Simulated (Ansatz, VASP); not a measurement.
## One calculation of GaSb, two programs

The input POSCAR:

```
GaSb
1.0
    0.0000000000      3.0590000000      3.0590000000
    3.0590000000      0.0000000000      3.0590000000
    3.0590000000      3.0590000000      0.0000000000
Ga Sb
1 1
Direct
    0.0000000000      0.0000000000      0.0000000000
    0.2500000000      0.2500000000      0.2500000000
```

Contents of INCAR.step1:

```
PREC = Accurate
ENCUT = 600
ISMEAR = 0
SIGMA = 0.02
LREAL = False
LASPH = True
NELM = 100
GGA = PE
ALGO = Normal
EDIFF = 1E-4
LWAVE = True
LCHARG = False
```

The input INCAR.step2:

```
PREC = Accurate
ENCUT = 600
EDIFF = 1E-6
ISMEAR = 0
SIGMA = 0.02
LREAL = False
LASPH = True
NELM = 100
ALGO = Normal
ISIF = 3
LWAVE = False
LCHARG = False
METAGGA = R2SCAN
LMIXTAU = True
IBRION = 2
NSW = 100
EDIFFG = -0.002
ISTART = 1
```

Contents of KPOINTS:

```
Automatic mesh
0
Gamma
  10 10 10
```

Input for Ansatz:

```yaml
crystal:
  lattice:
    - [0.0, 3.059, 3.059]
    - [3.059, 0.0, 3.059]
    - [3.059, 3.059, 0.0]
  atoms:
    - { symbol: Ga, position: [0.0, 0.0, 0.0] }
    - { symbol: Sb, position: [0.25, 0.25, 0.25] }
basis:
  ecutwfc: 500
kpoints:
  mp_grid: { grid: [10, 10, 10] }
hamiltonian:
  xc: r2scan
scf:
  occupations: { method: gaussian, width: 0.02 }
output:
  forces: true
  stress: true
  eigenvalues: true
  write_density: true
  write_potential: true
  elf: true
  volumetric_format: npy
relax:
  adjacent_minimum: "off"
  f_tol: 0.002
  max_steps: 80
  cell: { stress_tol: 0.02 }
```

Alike in both runs: task relaxation of cell and atoms; functional r2SCAN; k mesh 10 × 10 × 10; occupations gaussian, width 0.02 eV; no spin polarisation.

|  | VASP | Ansatz |
| --- | --- | --- |
| version | VASP 6.6.1 | Ansatz 0.2.0 |
| potentials or method | VASP PAW PBE potentials, release 64 (Ga_d, Sb), cutoff 600 eV | scalar-relativistic, plane waves, PAW |
| valence electrons in the cell | 18 | 28 |

Ansatz gave:

* gap on the k mesh at the Fermi level, each at its own relaxed structure (eV): 0.41
* relaxed volume (Å³/atom): 28.83
* relaxed length of the cell vector where the two differ most in proportion (Å): 4.336

Problem. Estimate VASP's values.

Solution. gap on the k mesh at the Fermi level, each at its own relaxed structure (eV): 0.39; relaxed volume (Å³/atom): 28.86; relaxed length of the cell vector where the two differ most in proportion (Å): 4.338.

VASP's potentials were made for PBE, not for r2SCAN. VASP's potentials hold 18 valence electrons a cell and Ansatz's 28, so a difference there can come from the potentials and not from the codes.

Neither program's run includes spin-orbit coupling.
